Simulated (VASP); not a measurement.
A run of VASP 6.6.1 is set up as follows.

Contents of INCAR:

```
  ALGO = Normal
  EDIFF = 1E-6
  ENCUT = 520
  GGA = PE
  ISIF = 2
  ISMEAR = -1
  ISYM = 0
  LASPH = True
  LCHARG = False
  LREAL = False
  LWAVE = False
  NBANDS = 18
  NELM = 80
  PREC = Accurate
  SIGMA = 0.05
```

KPOINTS

```
k-points
0
Gamma
  11 11 14
```

The input POSCAR:

```
Si2W
1.0
   -1.6060000000      1.6060000000      4.0582000000
    1.6060000000     -1.6060000000      4.0582000000
    1.6060000000      1.6060000000     -4.0582000000
Si W
2 1
Direct
    0.3330000000      0.3330000000      0.0000000000
    0.6670000000      0.6670000000      0.0000000000
    0.0000000000      0.0000000000      0.0000000000
```

Potentials or basis: VASP PAW PBE potentials, release 64 (Si, W_sv).

The run is started by

```console
$ cat potpaw_PBE.64/Si/POTCAR potpaw_PBE.64/W_sv/POTCAR > POTCAR
$ mpirun -np 1 vasp_std > vasp.out
```

What does it give for the pressure?

-4.9 GPa.

What does it give for the band gap on the k mesh?

Zero (bands 11 and 12 overlap by 1.39 eV).

Forces in eV/Å, atoms in the order of the input:
```
Si   0.001  0.001  0.275
Si  -0.001 -0.001 -0.275
W    0.000  0.000  0.000
```

Caveat: the cell differs from its parent crystal (zz strain of +3 %); the stress differs along the axes, from -14 to -0 GPa; spin-orbit coupling is left out, which moves the levels of the heavy elements.
